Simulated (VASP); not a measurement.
## Cl2: single point with PBE

Cl2, in a box:

```
Cl
1.0
    12.00000    0.00000    0.00000
     0.00000   12.30000    0.00000
     0.00000    0.00000   12.60000
Cl
2
Direct
  0.50000 0.50000 0.42049
  0.50000 0.50000 0.57951
```

- Program: VASP 6.6.1
- Task: single point
- Functional: PBE
- Potentials or basis: VASP PAW PBE potentials, release 64 (Cl)
- Cutoff: 400 eV
- k mesh: 1 × 1 × 1
- Occupations: fermi-dirac, width 0.01 eV
- Spin: no spin polarisation
- Dipole correction: no
- Further INCAR settings: ALGO = Normal; EDIFF = 1e-06; NBANDS = 14; NELMDL = -8

The largest force is 0.185 eV/Å. The gap between the frontier levels is 3.00 eV.

Forces on the atoms (eV/Å):
```
Cl   0.000  0.000  0.185
Cl   0.000  0.000 -0.185
```

Levels at points of the mesh, in eV from the valence-band top:
```csv
k point,band 4,band 5,band 6,band 7,band 8,band 9,band 10,band 11
"(0.00, 0.00, 0.00)",-2.61,-2.61,0.00,0.00,3.00,6.79,7.76,7.84
```

It took 110 s on 1 thread of Intel(R) Xeon(R) Platinum 8259CL CPU @ 2.50GHz (Skylake/Cascade Lake), with other jobs on the host, peak memory 0.84 GiB.
